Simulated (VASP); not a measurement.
# Ru (P6_3/mmc) in VASP: electric field gradients with PBE

Aim: the electric field gradients of Ru with PBE.

All numbers are computed with VASP 6.6.1; they aren't measurements. Logs are shortened: lines on timing, memory, paths and dates and some standing lists are left out, and cuts for length are marked.

### Step 1. The cell of the first run

The structure is hexagonal, space group P6_3/mmc (No. 194). Conventional cell: a = 2.706 Å, b = 2.706 Å, c = 4.282 Å, α = 90.00°, β = 90.00°, γ = 120.00°. Within 3.5 Å of Ru (site symmetry -6m2) lie 12 Ru at 2.65 to 2.71 Å.

### Step 2. Electric field gradients, PBE

Contents of INCAR:

```
ALGO = Normal
EDIFF = 1E-8
ENCUT = 520
GGA = PE
ISIF = 2
ISMEAR = -1
LASPH = T
LCHARG = F
LEFG = T
LREAL = F
LWAVE = F
NBANDS = 21
NELM = 80
PREC = Accurate
SIGMA = 0.05
```

Contents of KPOINTS:

```
k-points
0
Gamma
  13 13 7
```

Contents of POSCAR:

```
Ru
1.0
    2.7058000000      0.0000000000      0.0000000000
   -1.3529000000      2.3432915376      0.0000000000
    0.0000000000      0.0000000000      4.2819000000
Ru
2
Direct
    0.3333333333      0.6666666667      0.2500000000
    0.6666666667      0.3333333333      0.7500000000
```

Potentials or basis: VASP PAW PBE potentials, release 64 (Ru_pv).

Command:

```console
$ cat potpaw_PBE.64/Ru_pv/POTCAR > POTCAR
$ mpirun -np 1 vasp_std > vasp.out
```

OUTCAR:

```text
EDIFF = 1E-8
   ENCUT = 520
   GGA = PE
   ISIF = 2
   ISMEAR = -1
   LASPH = T
   LREAL = F
   NELM = 80
   PREC = Accurate

 ion  position               nearest neighbor table
   1  0.333  0.667  0.250-   2 2.65   2 2.65   2 2.65   2 2.65   2 2.65   2 2.65
   2  0.667  0.333  0.750-   1 2.65   1 2.65   1 2.65   1 2.65   1 2.65   1 2.65

  LATTYP: Found a hexagonal cell.
 ALAT       =     2.7058000000
 C/A-ratio  =     1.5824894671

  Lattice vectors:

 A1 = (   2.7058000000,   0.0000000000,   0.0000000000)
 A2 = (  -1.3529000000,   2.3432915376,   0.0000000000)
 A3 = (   0.0000000000,   0.0000000000,   4.2819000000)

Analysis of symmetry for initial positions (statically):
=====================================================================
 Subroutine PRICEL returns:
 Original cell was already a primitive cell.

 Routine SETGRP: Setting up the symmetry group for a
 hexagonal supercell.

 Subroutine GETGRP returns: Found 24 space group operations
 (whereof 12 operations were pure point group operations)
 out of a pool of 24 trial point group operations.

The static configuration has the point symmetry D_3d.
 The point group associated with its full space group is D_6h.

Analysis of symmetry for dynamics (positions and initial velocities):
=====================================================================
 Subroutine PRICEL returns:
 Original cell was already a primitive cell.

 Routine SETGRP: Setting up the symmetry group for a
 hexagonal supercell.

 Subroutine GETGRP returns: Found 24 space group operations
 (whereof 12 operations were pure point group operations)
 out of a pool of 24 trial point group operations.

The dynamic configuration has the point symmetry D_3d.
 The point group associated with its full space group is D_6h.

 Subroutine INISYM returns: Found 24 space group operations
 (whereof 12 operations are pure point group operations),
 and found     1 'primitive' translations

----------------------------------------------------------------------------------------

                                     Primitive cell

  volume of cell :      27.1493

[... 121 lines left out ...]
  volume of cell :       27.15
 maximum number of plane-waves:       750
 NGX is ok and might be reduce to    20
   NGX =  9   NGY =  9   NGZ = 15

 number of electron      28.0000008 magnetization

 Free energy of the ion-electron system (eV)
  ---------------------------------------------------
  ext. energy  EPLUGINS =         0.00000000
  ---------------------------------------------------
  free energy    TOTEN  =       -18.46181663 eV

  energy without entropy =      -18.44828549  energy(sigma->0) =      -18.45505106

 E-fermi :  12.8918     XC(G=0): -14.1217

 val. band max:       12.8909843554   @ k =   0.3846   0.0000   0.4286
 cond. band min:      12.9542558505   @ k =   0.2308   0.0769   0.2857
 fundamental gap:      0.0632714951
 Fermi energy:        12.8917970061

 k-point     1 :       0.0000    0.0000    0.0000
  band No.  band energies     occupation
      1     -30.8066      2.00000
      2     -29.8797      2.00000
      3     -29.8797      2.00000
      4     -29.7096      2.00000
      5     -29.7096      2.00000
      6     -29.6631      2.00000
[... 565 lines left out ...]
     20      23.2550      0.00000
     21      24.1158      0.00000

 [... further k-points ...]

------------------------ aborting loop because EDIFF is reached ----------------------------------------

  FORCE on cell =-STRESS in cart. coord.  units (eV):
  Direction    XX          YY          ZZ          XY          YZ          ZX
  --------------------------------------------------------------------------------------
  -------------------------------------------------------------------------------------
  Total        0.8404071      0.8404071      0.5690824      0.0000000      0.0000000      0.0000000
  in kB       49.5954438     49.5954438     33.5835937      0.0000000      0.0000000      0.0000000
  external PRESSURE =      44.2581604 kB  Pullay stress =       0.0000000 kB

 VOLUME and BASIS-vectors are now :
 -----------------------------------------------------------------------------
  energy-cutoff  :      520.00
  volume of cell :       27.15
      direct lattice vectors                 reciprocal lattice vectors
     2.705800000  0.000000000  0.000000000     0.369576465  0.213375072  0.000000000
    -1.352900000  2.343291538  0.000000000     0.000000000  0.426750144  0.000000000
     0.000000000  0.000000000  4.281900000     0.000000000  0.000000000  0.233541185

 POSITION                                       TOTAL-FORCE (eV/Angst)
 -----------------------------------------------------------------------------------
     -0.00000      1.56219      1.07048        -0.000000      0.000000      0.000000
      1.35290      0.78110      3.21143         0.000000     -0.000000      0.000000
 -----------------------------------------------------------------------------------
    total drift:                               -0.000000      0.000000     -0.000000

  FREE ENERGIE OF THE ION-ELECTRON SYSTEM (eV)
  ---------------------------------------------------
  free  energy   TOTEN  =       -18.4618166283 eV

  energy  without entropy=      -18.4482854860  energy(sigma->0) =      -18.45505106

 Electric field gradients (V/A^2)
---------------------------------------------------------------------
 ion       V_xx      V_yy      V_zz      V_xy      V_xz      V_yz
---------------------------------------------------------------------
   1       8.352     8.354   -16.707     0.002     0.000    -0.000
   2       8.352     8.354   -16.707     0.002    -0.000     0.000
---------------------------------------------------------------------

 Electric field gradients after diagonalization (V/A^2)
 (convention: |V_zz| > |V_xx| > |V_yy|)
----------------------------------------------------------------------
 ion       V_xx      V_yy      V_zz     asymmetry (V_yy - V_xx)/ V_zz
----------------------------------------------------------------------
   1       8.356     8.351   -16.707       0.000
   2       8.356     8.351   -16.707       0.000
----------------------------------------------------------------------

           NMR quadrupolar parameters

 Cq : quadrupolar parameter    Cq=e*Q*V_zz/h
 eta: asymmetry parameters     (V_yy - V_xx)/ V_zz
 Q  : nuclear electric quadrupole moment in mb (millibarn)
----------------------------------------------------------------------
 ion       Cq(MHz)       eta       Q (mb)
----------------------------------------------------------------------
   1      -0.040       0.000       1.000
   2      -0.040       0.000       1.000
----------------------------------------------------------------------
```

OSZICAR:

```text
N       E                     dE             d eps       ncg     rms          rms(c)
DAV:   1     0.290780261332E+03    0.29078E+03   -0.17575E+04  3528   0.149E+03
DAV:   2    -0.139177757065E+02   -0.30470E+03   -0.29541E+03  3628   0.447E+02
DAV:   3    -0.197750467965E+02   -0.58573E+01   -0.58256E+01  4098   0.694E+01
DAV:   4    -0.198189790901E+02   -0.43932E-01   -0.43867E-01  4449   0.575E+00
DAV:   5    -0.198195088484E+02   -0.52976E-03   -0.52595E-03  3961   0.585E-01    0.177E+01
DAV:   6    -0.185458558432E+02    0.12737E+01   -0.28193E+00  4033   0.165E+01    0.483E+00
DAV:   7    -0.184698286988E+02    0.76027E-01   -0.48983E-01  4038   0.514E+00    0.997E-01
DAV:   8    -0.184628661136E+02    0.69626E-02   -0.17244E-02  3833   0.112E+00    0.481E-01
DAV:   9    -0.184618112192E+02    0.10549E-02   -0.15067E-03  3993   0.419E-01    0.355E-02
DAV:  10    -0.184618204149E+02   -0.91957E-05   -0.87273E-05  4013   0.963E-02    0.236E-02
DAV:  11    -0.184618168910E+02    0.35239E-05   -0.10116E-05  4008   0.302E-02    0.159E-03
DAV:  12    -0.184618166103E+02    0.28073E-06   -0.13102E-07  4073   0.339E-03    0.110E-03
DAV:  13    -0.184618166346E+02   -0.24300E-07   -0.12690E-08  2659   0.110E-03    0.283E-04
DAV:  14    -0.184618166283E+02    0.62864E-08   -0.55213E-10  2274   0.257E-04
   1 F= -.18461817E+02 E0= -.18455051E+02  d E =-.135311E-01
```

It took 34 s on 1 thread of AMD EPYC 7R43 (Zen 3), shared host; peak memory 0.13 GiB.

What came out:

- Free energy: -18.4618 eV
- Pressure: 4.4 GPa
- Band gap on the k mesh: zero (band 14 reaches 14.31 eV, above the bottom of band 15 at 11.32 eV)

Stress tensor (GPa, compression positive):
```
4.96 0.00 0.00
0.00 4.96 0.00
0.00 0.00 3.36
```

Levels at points of the mesh, in eV from the Fermi level:
| k point | band 10 | band 11 | band 12 | band 13 | band 14 | band 15 | band 16 | band 17 | band 18 | band 19 |
| --- | --- | --- | --- | --- | --- | --- | --- | --- | --- | --- |
| (0.00, 0.00, 0.00) | -2.65 | -2.47 | -1.97 | -1.97 | -1.44 | -1.44 | 1.13 | 1.13 | 1.25 | 10.24 |

Electric field gradients, principal values (V/Å²):
```tsv
atom	least	middle	greatest (by size)
1 Ru	8.351	8.356	-16.707
2 Ru	8.351	8.356	-16.707
```

Caveat: without QUAD_EFG the Cq values of the log hold for a quadrupole moment of 1 mb, not for the nuclei.
